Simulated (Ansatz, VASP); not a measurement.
# One calculation of SbTe2O, two programs

INCAR

```
PREC = Accurate
ENCUT = 600
EDIFF = 1E-6
ISMEAR = 0
SIGMA = 0.1
LREAL = False
LASPH = True
NELM = 100
ALGO = Normal
ISIF = 3
LWAVE = False
LCHARG = False
GGA = PE
IBRION = 2
NSW = 90
EDIFFG = -0.04
```

KPOINTS

```
regular mesh
0
Gamma
  4 4 4
```

POSCAR

```
SbTe2O
1.0
    4.3837545200      0.0000000000      0.0000000000
    0.0000000000      4.3837545200      0.0000000000
    0.0000000000      0.0000000000      5.9826718600
Sb Te O
1 2 1
Direct
    0.0000000000      0.0000000000      0.0000000000
    0.0000000000      0.0000000000      0.5000000000
    0.5000000000      0.5000000000      0.0000000000
    0.5000000000      0.5000000000      0.5000000000
```

Input for Ansatz:

```yaml
crystal:
  lattice:
    - [4.38375452, 0.0, 0.0]
    - [0.0, 4.38375452, 0.0]
    - [0.0, 0.0, 5.98267186]
  atoms:
    - { symbol: Sb, position: [0.0, 0.0, 0.0] }
    - { symbol: Te, position: [0.0, 0.0, 0.5] }
    - { symbol: Te, position: [0.5, 0.5, 0.0] }
    - { symbol: O, position: [0.5, 0.5, 0.5] }
basis:
  ecutwfc: 420
kpoints:
  mp_grid: { grid: [4, 4, 4] }
hamiltonian:
  xc: pbe
scf:
  occupations: { method: gaussian, width: 0.1 }
  lower_state_search: "off"
output:
  forces: true
  stress: true
  eigenvalues: true
relax:
  adjacent_minimum: "off"
  f_tol: 0.04
  max_steps: 70
  cell: { stress_tol: 0.4 }
```

Change from the starting cell: species swapped into the LiNdSe2 type (P4/mmm, No. 123).

Alike in both runs: task relaxation of cell and atoms; functional PBE; k mesh 4 × 4 × 4; occupations gaussian, width 0.1 eV; no spin polarisation.

|  | VASP | Ansatz |
| --- | --- | --- |
| version | VASP 6.6.1 | Ansatz 0.2.0 |
| potentials or method | VASP PAW PBE potentials, release 64 (Sb, Te, O), cutoff 600 eV | scalar-relativistic, plane waves, PAW |
| valence electrons in the cell | 23 | 53 |

|  | VASP | Ansatz | Ansatz less VASP |
| --- | --- | --- | --- |
| gap on the k mesh at the Fermi level, each at its own relaxed structure (eV) | none | none | - |
| relaxed volume (Å³/atom) | 25.68 | 25.84 | +0.158 |
| relaxed cell length with the largest relative difference (Å) | 4.106 | 4.116 | +0.0101 |

A gap of «none» marks a metal or a gap that the smearing closes. VASP's potentials hold 23 valence electrons a cell and Ansatz's 53, so a difference there can come from the potentials and not from the codes.

Spin-orbit coupling is off throughout. Noted on VASP's run: too few bands were computed for a metal, which touches its energy and stress.
